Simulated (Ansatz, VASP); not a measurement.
# TaN: VASP beside Ansatz

Contents of INCAR:

```
SYSTEM = TaN
PREC = Accurate
ENCUT = 520
EDIFF = 1E-7
ISMEAR = 0
SIGMA = 0.15
LREAL = .FALSE.
LASPH = .TRUE.
NELM = 80
ALGO = Normal
ISIF = 2
LWAVE = .FALSE.
LCHARG = .FALSE.
NBANDS = 15
```

The input KPOINTS:

```
Automatic mesh
0
G
  18 18 16
  0 0 0
```

The input POSCAR:

```
TaN
1.0
    2.9379988584      0.0000000000      0.0000000000
   -1.4689994292      2.5443816477      0.0000000000
    0.0000000000      0.0000000000      2.8830000000
Ta N
1 1
Direct
    0.3183589795      0.6367179589      0.4775384692
    0.0000000000      0.0000000000      0.0000000000
```

Input for Ansatz:

```yaml
crystal:
  lattice:
    - [2.9379988584, 0.0, 0.0]
    - [-1.4689994292, 2.5443816477, 0.0]
    - [0.0, 0.0, 2.883]
  atoms:
    - { symbol: Ta, position: [0.3183589795, 0.6367179589, 0.4775384692] }
    - { symbol: "N", position: [0.0, 0.0, 0.0] }
basis:
  ecutwfc: 650.0
kpoints:
  mp_grid: { grid: [18, 18, 16] }
hamiltonian:
  xc: lda
scf:
  occupations: { method: gaussian, width: 0.15 }
output:
  forces: true
  stress: true
  eigenvalues: true
```

Change from the starting cell: all Ta atoms moved +0.100 Å, as atom 1 towards its neighbour atom 2 (N) at 2.226 Å.

Alike in both runs: task single point; functional LDA; k mesh 18 × 18 × 16; occupations gaussian, width 0.15 eV; no spin polarisation.

```csv
,VASP,Ansatz
version,VASP 6.6.1,Ansatz 0.2.0
potentials or method,"VASP PAW LDA potentials, release 64 (Ta_pv, N), cutoff 520 eV","scalar-relativistic, plane waves, PAW"
valence electrons in the cell,16,18
```

Ansatz gave:

| Property | Result |
| --- | --- |
| gap on the k mesh at the Fermi level (eV) | none |
| pressure (GPa) | -9.8 |
| traceless stress, the component that is largest in VASP (GPa) | 1.92 |
| rms of the force components (eV/Å) | 0.774 |

**Question.** What did VASP give for the same quantities?

**Answer.** gap on the k mesh at the Fermi level (eV): none; pressure (GPa): -8.1; traceless stress, the component that is largest in VASP (GPa): 1.94; rms of the force components (eV/Å): 0.785.

LDA's correlation is that of Perdew and Zunger in VASP and of Perdew and Wang (1992) in Ansatz. Atom by atom the forces differ by 0.012 eV/Å (rms over components). A gap of «none» marks a metal or a gap that the smearing closes. VASP's potentials hold 16 valence electrons a cell and Ansatz's 18, so a difference there can come from the potentials and not from the codes.

Spin-orbit coupling is off throughout.
